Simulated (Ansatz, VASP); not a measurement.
## GaSb3 in VASP and in Ansatz

```
Ga Sb
1.0
     0.00000    3.59961    3.64813
     3.59961    0.00000    3.64813
     3.59961    3.59961    0.00000
Ga Sb
1 3
Direct
  0.00000 0.00000 0.00000
  0.26234 0.23766 0.23766
  0.73766 0.76234 0.76234
  0.50000 0.50000 0.50000
```

Change from the starting cell: mode 4 frozen in at -0.090 Å, equal normal strain along x and y -0.0133.

Alike in both runs: task single point; functional PBE; dispersion D3(BJ); k mesh 10 × 10 × 10; occupations gaussian, width 0.15 eV; no spin polarisation.

|  | VASP | Ansatz |
| --- | --- | --- |
| version | VASP 6.6.1 | Ansatz 0.2.0 |
| potentials or method | VASP PAW PBE potentials, release 64 (Ga_d, Sb), cutoff 520 eV | scalar-relativistic, plane waves, PAW |
| valence electrons in the cell | 28 | 58 |

VASP gave:

- gap on the k mesh at the Fermi level (eV): none
- pressure (GPa): 2.0
- traceless stress, the component that is largest in VASP (GPa): -0.67
- rms of the force components (eV/Å): 0.150

Q: What did Ansatz give for the same quantities?

A: gap on the k mesh at the Fermi level (eV): none; pressure (GPa): 2.1; traceless stress, the component that is largest in VASP (GPa): -0.67; rms of the force components (eV/Å): 0.149.

Atom by atom the forces differ by 0.001 eV/Å (rms over components). A gap of «none» marks a metal or a gap that the smearing closes. VASP's potentials hold 28 valence electrons a cell and Ansatz's 58, so a difference there can come from the potentials and not from the codes.

Spin-orbit coupling is off throughout.
